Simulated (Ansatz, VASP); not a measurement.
**One calculation of AlGaN2, two programs**

File POSCAR:

```
AlGaN2
1.0
    3.0780595077      0.0000000000      0.0000000000
    0.0000000000      3.0780595077      0.0000000000
    0.0000000000      0.0000000000      4.4238379400
Al Ga N
1 1 2
Direct
    0.5000000000      0.5000000000      0.5000000000
    0.0000000000      0.0000000000      0.0000000000
    0.5000000000      0.0000000000      0.7382648100
    0.0000000000      0.5000000000      0.2617351900
```

File INCAR.step1:

```
PREC     = Accurate       # precision mode
ENCUT    = 1460           # plane-wave cutoff, eV
ISMEAR   = 0              # smearing method
SIGMA    = 0.05           # smearing width, eV
LREAL    = False          # projectors in reciprocal space
LASPH    = True           # aspherical terms in the spheres
NELM     = 120            # most SCF steps
NBANDS   = 21             # bands
GGA      = PE             # functional
ALGO     = Normal         # electronic algorithm
EDIFF    = 1E-5           # SCF threshold, eV
LWAVE    = True           # write WAVECAR
LCHARG   = False          # write CHGCAR
GGA_COMPAT= False
```

Contents of INCAR.step2:

```
PREC     = Accurate       # precision mode
ENCUT    = 1460           # plane-wave cutoff, eV
EDIFF    = 1E-6           # SCF threshold, eV
ISMEAR   = 0              # smearing method
SIGMA    = 0.05           # smearing width, eV
LREAL    = False          # projectors in reciprocal space
LASPH    = True           # aspherical terms in the spheres
NELM     = 120            # most SCF steps
ALGO     = Normal         # electronic algorithm
ISIF     = 2              # what is computed and relaxed
LWAVE    = False          # write WAVECAR
LCHARG   = False          # write CHGCAR
METAGGA  = R2SCAN         # meta-GGA
LMIXTAU  = True         
NBANDS   = 21             # bands
ISTART   = 1            
GGA_COMPAT= False
```

Contents of KPOINTS:

```
regular mesh
0
Gamma
  8 8 6
```

Input for Ansatz:

```yaml
crystal:
  lattice:
    - [3.0780595077, 0.0, 0.0]
    - [0.0, 3.0780595077, 0.0]
    - [0.0, 0.0, 4.42383794]
  atoms:
    - { symbol: Al, position: [0.5, 0.5, 0.5] }
    - { symbol: Ga, position: [0.0, 0.0, 0.0] }
    - { symbol: "N", position: [0.5, 0.0, 0.73826481] }
    - { symbol: "N", position: [0.0, 0.5, 0.26173519] }
basis:
  ecutwfc: 500
kpoints:
  mp_grid: { grid: [8, 8, 6] }
hamiltonian:
  xc: r2scan
scf:
  occupations: { method: gaussian, width: 0.05 }
output:
  forces: true
  stress: true
  eigenvalues: true
```

Change from the starting cell: strain -0.0200 x Voigt [1, 1, 0, 0, 0, 0], atoms carried along.

Alike in both runs: task single point; functional r2SCAN; k mesh 8 × 8 × 6; occupations gaussian, width 0.05 eV; no spin polarisation.

|  | VASP | Ansatz |
| --- | --- | --- |
| version | VASP 6.6.1 | Ansatz 0.2.0 |
| potentials or method | VASP PAW PBE potentials, release 64 (Al, Ga_d, N_h), cutoff 1460 eV | scalar-relativistic, plane waves, PAW |
| valence electrons in the cell | 26 | 26 |

VASP gave:

```
gap on the k mesh at the Fermi level (eV)                     : 3.64
least direct gap on the mesh (eV)                             : 3.64
pressure (GPa)                                                : 8.8
traceless stress, the component that is largest in VASP (GPa) : -1.93
rms of the force components (eV/Å)                            : 0.014
```

**Question.** Estimate Ansatz's values.

**Answer.** gap on the k mesh at the Fermi level (eV): 3.63; least direct gap on the mesh (eV): 3.63; pressure (GPa): 8.5; traceless stress, the component that is largest in VASP (GPa): -1.98; rms of the force components (eV/Å): 0.053.

VASP's potentials were made for PBE, not for r2SCAN. Atom by atom the forces differ by 0.040 eV/Å (rms over components).
